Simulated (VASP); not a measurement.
Ge:

```
Ge
1.0
     0.00000    2.82891    2.82891
     2.82891    0.00000    2.82891
     2.82891    2.82891    0.00000
Ge
2
Direct
  0.00000 0.00000 0.00000
  0.25000 0.25000 0.25000
```

* Program: VASP 6.6.1
* Task: relaxation of cell and atoms
* Functional: PBE
* Potentials or basis: VASP PAW PBE potentials, release 64 (Ge_d)
* Cutoff: 600 eV
* k mesh: 14 × 14 × 14
* Occupations: gaussian, width 0.1 eV
* Spin: no spin polarisation

At the start: pressure 3.6 GPa; volume 22.64 Å³/atom.

Problem. Where does the relaxation end?

Solution. Over 3 steps the energy falls by 13.5 meV/atom and the volume is 23.90 Å³/atom (+5.6 %); space group Fd-3m (No. 227, to 0.1 Å) before and after.

Step by step:
```
step  energy change (eV)  largest force (eV/Å)  pressure (GPa)  volume (Å³)
   1              0.0000                0.0000            3.58        45.28
   2             -0.0242                0.0000           -1.02        48.67
   3             -0.0271                0.0000           -0.02        47.80
```

Final structure:
```
Ge
1.0
     0.00000    2.88056    2.88056
     2.88056    0.00000    2.88056
     2.88056    2.88056    0.00000
Ge
2
Cartesian
  0.0000 0.0000 0.0000
  1.4403 1.4403 1.4403
```
